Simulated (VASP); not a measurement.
A run of VASP 6.6.1:

File INCAR:

```
PREC = Accurate
ENCUT = 520
EDIFF = 1E-7
ISMEAR = 0
SIGMA = 0.05
LREAL = False
LASPH = True
NELM = 60
ALGO = Normal
ISIF = 2
LWAVE = False
LCHARG = False
GGA = PE
ISYM = 0
NBANDS = 36
```

KPOINTS

```
regular mesh
0
Gamma
  7 7 2
```

Contents of POSCAR:

```
MgO
1.0
   -3.5213164963      0.0000000000      0.0000000000
   -1.7606582481     -3.0495495406      0.0000000000
   -1.7606582482     -1.0165165135     12.7181472718
Mg O
6 6
Direct
    0.6388833333      0.6388833333      0.0833500000
    0.5277722222      0.5277722222      0.4166833333
    0.4166611111      0.4166611111      0.7500166667
    0.0277722222      0.0277722222      0.9166833333
    0.2499944444      0.2499944444      0.2500166667
    0.1388833333      0.1388833333      0.5833500000
    0.3611055556      0.3611055556      0.9166833333
    0.5833277778      0.5833277778      0.2500166667
    0.4722166667      0.4722166667      0.5833500000
    0.3055500000      0.3055500000      0.0833500000
    0.1944388889      0.1944388889      0.4166833333
    0.0833277778      0.0833277778      0.7500166667
```

Potentials or basis: VASP PAW PBE potentials, release 64 (Mg, O).

Run with:

```sh
$ cat potpaw_PBE.64/Mg/POTCAR potpaw_PBE.64/O/POTCAR > POTCAR
$ mpirun -np 1 vasp_std > vasp.out
```

Hardware: 1 thread of Intel(R) Xeon(R) 6975P-C (Granite Rapids), on a shared host.

Task: Estimate the wall time of this run.

Result: Run time: 2.3 min on 1 thread of Intel(R) Xeon(R) 6975P-C (Granite Rapids) (shared host), peak memory 0.35 GiB. Counts: scf iterations 17, k points 50.
